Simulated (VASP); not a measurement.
## ZnSe: single point with PBEsol+D3(BJ)

Crystal: ZnSe.

```
Zn Se
1.0
     4.01265    0.00000    0.00000
     0.00000    4.01265    0.00000
     0.00000    0.00000    4.95870
Zn Se
2 2
Cartesian
  0.0000 0.0000 0.0000
  2.0063 2.0063 0.0000
  0.0000 2.0063 1.4649
  2.0063 0.0000 3.4938
```

```json
{"Program": "VASP 6.6.1", "Task": "single point", "Functional": "PBEsol", "Dispersion": "D3(BJ)", "Potentials or basis": "VASP PAW PBE potentials, release 64 (Zn, Se)", "Cutoff": "520 eV", "k mesh": "6 × 6 × 4", "Occupations": "gaussian, width 0.01 eV", "Spin": "no spin polarisation", "Dipole correction": "no", "Further INCAR settings": "ALGO = Normal; EDIFF = 1e-06; NBANDS = 26"}
```

```yaml
Pressure: 0.4 GPa
Largest_force: 0.057 eV/Å
Band_gap_on_the_k_mesh: 1.31 eV
Dispersion_energy_per_atom: -0.322 eV
```

Forces on the atoms (eV/Å):
```
Zn   0.000  0.000  0.000
Zn   0.000  0.000  0.000
Se   0.000  0.000  0.057
Se   0.000  0.000 -0.057
```

Levels at points of the mesh, in eV from the valence-band top:
```tsv
k point	band 15	band 16	band 17	band 18	band 19	band 20	band 21	band 22
(0.00, 0.00, 0.00)	-3.18	-0.55	0.00	0.00	1.31	1.50	2.54	5.21
(0.50, 0.00, 0.00)	-2.62	-2.62	-1.43	-1.43	3.54	3.54	4.98	4.98
(0.50, 0.50, 0.00)	-2.60	-2.60	-2.05	-2.05	2.31	2.31	2.78	2.78
(0.00, 0.00, 0.50)	-2.38	-1.84	-1.28	-1.28	1.88	3.54	3.93	4.78
(0.50, 0.00, 0.50)	-1.25	-1.25	-0.68	-0.68	2.01	2.01	5.14	5.14
(0.50, 0.50, 0.50)	-3.91	-3.91	-3.58	-3.58	5.43	5.43	5.58	5.58
```

Wall time 42 s on 1 thread of AMD EPYC 7R13 Processor (Zen 3) (shared host), peak memory 0.18 GiB.

Caveat: the PAW data sets were made with another functional, which shifts forces and pressure a little. A k mesh can miss the band edges.
